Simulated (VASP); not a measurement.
# ZnS (Cm) in VASP: single point with PBEsol

Aim: the single point of ZnS with PBEsol.

Program: VASP 6.6.1. These are calculated values, not measurements. Logs are shortened: lines on timing, memory, paths and dates and some standing lists are left out, and cuts for length are marked.

**1. The cell of the first run**

The structure is monoclinic, space group Cm (No. 8). Conventional cell: a = 7.575 Å, b = 7.575 Å, c = 5.357 Å, α = 90.00°, β = 90.00°, γ = 90.00°. Within 2.7 Å of Zn (site symmetry m) lie 4 S at 1.97 to 2.70 Å. Zn (site symmetry m) has 4 S at 2.32 Å within 3.1 Å. Within 3.1 Å of Zn (site symmetry 1) lie 4 S at 2.32 Å. S (site symmetry m) has 4 Zn at 2.32 to 2.70 Å within 3.1 Å. Within 2.6 Å of S (site symmetry m) lie 4 Zn at 1.97 to 2.32 Å. S (site symmetry 1) has 4 Zn at 2.32 to 2.36 Å within 3.1 Å.

**2. Single point, PBEsol (atom 1 (Zn) moved -0.450 Å towards its neighbour atom 2 (Zn) at 3.788 Å)**

File INCAR:

```
SYSTEM = ZnS
ALGO = Normal ; EDIFF = 1E-6
ENCUT = 520 ; GGA = PS
ISIF = 2 ; ISMEAR = 0
LASPH = .True. ; LCHARG = .False.
LREAL = .False. ; LWAVE = .False.
NBANDS = 46 ; NELM = 80
PREC = Accurate ; SIGMA = 0.05
```

File KPOINTS:

```
k-points
0
Gamma
  6 6 6
  0 0 0
```

File POSCAR:

```
ZnS
1.0
    5.3565181498      0.0000000000      0.0000000000
    0.0000000000     -5.3565181498      0.0000000000
    0.0000000000      0.0000000000     -5.3565181498
Zn S
4 4
Direct
    0.0594038968      0.0594038968      0.0000000000
    0.5000000000      0.5000000000      0.0000000000
    0.5000000000      0.0000000000      0.5000000000
    0.0000000000      0.5000000000      0.5000000000
    0.7500000000      0.7500000000      0.7500000000
    0.2500000000      0.2500000000      0.7500000000
    0.2500000000      0.7500000000      0.2500000000
    0.7500000000      0.2500000000      0.2500000000
```

Potentials or basis: VASP PAW PBE potentials, release 64 (Zn, S).

Run with:

```bash
> cat potpaw_PBE.64/Zn/POTCAR potpaw_PBE.64/S/POTCAR > POTCAR
> mpirun -np 1 vasp_std > vasp.out
```

OUTCAR:

```text
SYSTEM = ZnS
   EDIFF = 1E-6
   ENCUT = 520
   GGA = PS
   ISIF = 2
   ISMEAR = 0
   LASPH = .True.
   LREAL = .False.
   NELM = 80
   PREC = Accurate

 ion  position               nearest neighbor table
   1  0.059  0.059  0.000-   6 1.97   7 2.36   8 2.36   5 2.70
   2  0.500  0.500  0.000-   5 2.32   6 2.32   7 2.32   8 2.32
   3  0.500  0.000  0.500-   5 2.32   6 2.32   7 2.32   8 2.32
   4  0.000  0.500  0.500-   5 2.32   6 2.32   7 2.32   8 2.32
   5  0.750  0.750  0.750-   2 2.32   3 2.32   4 2.32   1 2.70
   6  0.250  0.250  0.750-   1 1.97   2 2.32   3 2.32   4 2.32
   7  0.250  0.750  0.250-   2 2.32   3 2.32   4 2.32   1 2.36
   8  0.750  0.250  0.250-   2 2.32   3 2.32   4 2.32   1 2.36

  LATTYP: Found a simple cubic cell.
 ALAT       =     5.3565181498

  Lattice vectors:

 A1 = (   5.3565181498,   0.0000000000,   0.0000000000)
 A2 = (   0.0000000000,  -5.3565181498,   0.0000000000)
 A3 = (   0.0000000000,   0.0000000000,  -5.3565181498)

Analysis of symmetry for initial positions (statically):
=====================================================================
 Subroutine PRICEL returns:
 Original cell was already a primitive cell.

 Routine SETGRP: Setting up the symmetry group for a
 simple cubic supercell.

 Subroutine GETGRP returns: Found  2 space group operations
 (whereof  2 operations were pure point group operations)
 out of a pool of 48 trial point group operations.

The static configuration has the point symmetry C_1h.

Analysis of symmetry for dynamics (positions and initial velocities):
=====================================================================
 Subroutine PRICEL returns:
 Original cell was already a primitive cell.

 Routine SETGRP: Setting up the symmetry group for a
 simple cubic supercell.

 Subroutine GETGRP returns: Found  2 space group operations
 (whereof  2 operations were pure point group operations)
 out of a pool of 48 trial point group operations.

The dynamic configuration has the point symmetry C_1h.

 Subroutine INISYM returns: Found  2 space group operations
 (whereof  2 operations are pure point group operations),
 and found     1 'primitive' translations

----------------------------------------------------------------------------------------

                                     Primitive cell

  volume of cell :     153.6908

[... 99 lines left out ...]
   NELM   =     80;   NELMIN=  2; NELMDL= -5     # of ELM steps
   EDIFF  = 0.1E-05   stopping-criterion for ELM
   LREAL  =      F    real-space projection
   EDIFFG = 0.1E-04   stopping-criterion for IOM
   NSW    =      0    number of steps for IOM
   IBRION =     -1    ionic relax: 0-MD 1-quasi-New 2-CG
   NFREE  =      0    steps in history (QN), initial steepest desc. (CG)
   ISIF   =      2    stress and relaxation
   ISYM   =      2    0-nonsym 1-usesym 2-fastsym
   POTIM  = 0.5000    time-step for ionic-motion
   TEBEG  =    0.0;   TEEND  =   0.0 temperature during run
   PSTRESS=    0.0 pullay stress
   NELECT =      72.0000    total number of electrons
   NUPDOWN=      -1.0000    fix difference up-down
   EMIN   =  10.00;   EMAX   =-10.00  energy-range for DOS
   EFERMI =   0.00;   METHOD = LEGACY
   ISMEAR =     0;   SIGMA  =   0.05  broadening in eV -4-tet -1-fermi 0-gaus
   EFERMI_NEDOS =   21; number of points for ismear=-14 and -15
   IALGO  =     38    algorithm
   IMIX   =      4    mixing-type and parameters
     AMIX     =   0.40;   BMIX     =  1.00
     AMIX_MAG =   1.60;   BMIX_MAG =  1.00
  volume/ion in A,a.u.               =      19.21       129.64
  Fermi-wavevector in a.u.,A,eV,Ry     =   1.271461  2.402713 21.995360  1.616613
  Thomas-Fermi vector in A             =   2.404393
   LORBIT       =      0    0 simple, 1 ext, 2 COOP (PROOUT), +10 PAW based schemes
   GGA     = PS    functional components
   LHFCALC =     F    Hartree Fock is set to
   AEXX    =    0.0000 exact exchange contribution
   IVDW    =     0    specifies the selected vdW correction
   LEPSILON=     F    determine dielectric tensor
   LRPA    =     F    only Hartree local field effects (RPA)
 non-spin polarized calculation
 Gauss-broadening in eV      SIGMA  =   0.05
  energy-cutoff  :      520.00
  volume of cell :      153.69
 maximum number of plane-waves:      4224
   NGX = 19   NGY = 19   NGZ = 19

 number of electron      72.0000116 magnetization

 Free energy of the ion-electron system (eV)
  ---------------------------------------------------
  ext. energy  EPLUGINS =         0.00000000
  ---------------------------------------------------
  free energy    TOTEN  =       -29.52025041 eV

  energy without entropy =      -29.52025041  energy(sigma->0) =      -29.52025041

 E-fermi :   2.6171     XC(G=0):  -9.9705

 val. band max:        2.3611758283   @ k =   0.0000   0.0000   0.0000
 cond. band min:       4.2193666026   @ k =   0.0000   0.0000   0.0000
 fundamental gap:      1.8581907743
 Fermi energy:         2.6170982386

 k-point     1 :       0.0000    0.0000    0.0000
  band No.  band energies     occupation
      1     -11.3663      2.00000
      2     -10.1835      2.00000
      3      -9.7224      2.00000
      4      -9.3180      2.00000
      5      -4.8664      2.00000
      6      -4.6304      2.00000
[... 1165 lines left out ...]
     45       8.9693      0.00000
     46       9.2027      0.00000

 [... further k-points ...]
[... 5 lines left out ...]
  --------------------------------------------------------------------------------------
  -------------------------------------------------------------------------------------
  Total        1.6149939      1.6149939      3.5227801     -2.1736252     -2.7797288      2.7797282
  in kB       16.8357985     16.8357985     36.7238644    -22.6593526    -28.9777900     28.9777846
  external PRESSURE =      23.4651538 kB  Pullay stress =       0.0000000 kB

 VOLUME and BASIS-vectors are now :
 -----------------------------------------------------------------------------
  energy-cutoff  :      520.00
  volume of cell :      153.69
      direct lattice vectors                 reciprocal lattice vectors
     5.356518150  0.000000000  0.000000000     0.186688437  0.000000000  0.000000000
     0.000000000 -5.356518150  0.000000000     0.000000000 -0.186688437  0.000000000
     0.000000000  0.000000000 -5.356518150     0.000000000  0.000000000 -0.186688437

 POSITION                                       TOTAL-FORCE (eV/Angst)
 -----------------------------------------------------------------------------------
      0.31820     -0.31820      0.00000        -2.983095      2.983095     -2.828361
      2.67826     -2.67826      0.00000         0.381416     -0.381416      0.031313
      2.67826      0.00000     -2.67826         0.365408      0.441068     -0.016821
      0.00000     -2.67826     -2.67826        -0.441068     -0.365408     -0.016821
      4.01739     -4.01739     -4.01739         0.330207     -0.330207     -0.278996
      1.33913     -1.33913     -4.01739         2.211097     -2.211097      2.839711
      1.33913     -4.01739     -1.33913        -0.078479     -0.214513      0.134988
      4.01739     -1.33913     -1.33913         0.214513      0.078479      0.134988
 -----------------------------------------------------------------------------------
    total drift:                                0.002148     -0.002148      0.000295

  FREE ENERGIE OF THE ION-ELECTRON SYSTEM (eV)
  ---------------------------------------------------
  free  energy   TOTEN  =       -29.5202504144 eV

  energy  without entropy=      -29.5202504144  energy(sigma->0) =      -29.52025041
```

stdout:

```text
POSCAR found type information on POSCAR ZnS
 POSCAR found :  2 types and       8 ions
 scaLAPACK will be used
 -----------------------------------------------------------------------------
|                                                                             |
|                                                                             |
|     You enforced a specific xc type in the INCAR file but a different       |
|     I HOPE YOU KNOW WHAT YOU ARE DOING!                                     |
|                                                                             |
 -----------------------------------------------------------------------------

 LDA part: xc-table for (Slater+PW92), standard interpolation
 POSCAR, INCAR and KPOINTS ok, starting setup
 FFT: planning ... GRIDC
 FFT: planning ... GRID_SOFT
 FFT: planning ... GRID
 WAVECAR not read
 entering main loop
```

Run time: 4.8 min. Hardware: 1 thread of Intel Xeon Platinum 8124M at 3.00GHz (Skylake/Cascade Lake), shared host; peak memory 0.49 GiB.

What came out:

- Free energy: -29.5203 eV
- Pressure: 2.3 GPa
- Largest force: 5.079 eV/Å
- Band gap on the k mesh: 1.86 eV

Forces on the atoms (eV/Å):
```
Zn  -2.983  2.983 -2.828
Zn   0.381 -0.381  0.031
Zn   0.365  0.441 -0.017
Zn  -0.441 -0.365 -0.017
S    0.330 -0.330 -0.279
S    2.211 -2.211  2.840
S   -0.078 -0.215  0.135
S    0.215  0.078  0.135
```

Stress tensor (GPa, compression positive):
```
 1.68 -2.27  2.90
-2.27  1.68 -2.90
 2.90 -2.90  3.67
```

Levels at points of the mesh, in eV from the valence-band top:
| k point | band 33 | band 34 | band 35 | band 36 | band 37 | band 38 | band 39 | band 40 |
| --- | --- | --- | --- | --- | --- | --- | --- | --- |
| (0.00, 0.00, 0.00) | -2.15 | -0.19 | -0.05 | 0.00 | 1.86 | 2.57 | 3.06 | 3.51 |
| (0.50, 0.00, 0.00) | -1.66 | -1.61 | -1.19 | -1.05 | 3.80 | 4.13 | 4.49 | 4.73 |
| (0.00, 0.00, 0.50) | -1.43 | -1.39 | -1.38 | -1.14 | 3.90 | 4.27 | 4.38 | 4.46 |
| (0.50, 0.50, 0.00) | -1.30 | -1.04 | -0.87 | -0.84 | 4.61 | 4.67 | 4.68 | 4.71 |
| (0.00, 0.50, 0.50) | -1.40 | -1.16 | -0.91 | -0.67 | 4.35 | 4.56 | 4.83 | 5.00 |
| (0.50, 0.50, 0.50) | -0.86 | -0.83 | -0.82 | -0.48 | 2.98 | 3.06 | 3.15 | 3.32 |

Caveat: the cell differs from its parent crystal (atom 1 (Zn) moved -0.450 Å towards its neighbour atom 2 (Zn) at 3.788 Å); the PAW data sets were made with another functional, which shifts forces and pressure a little.
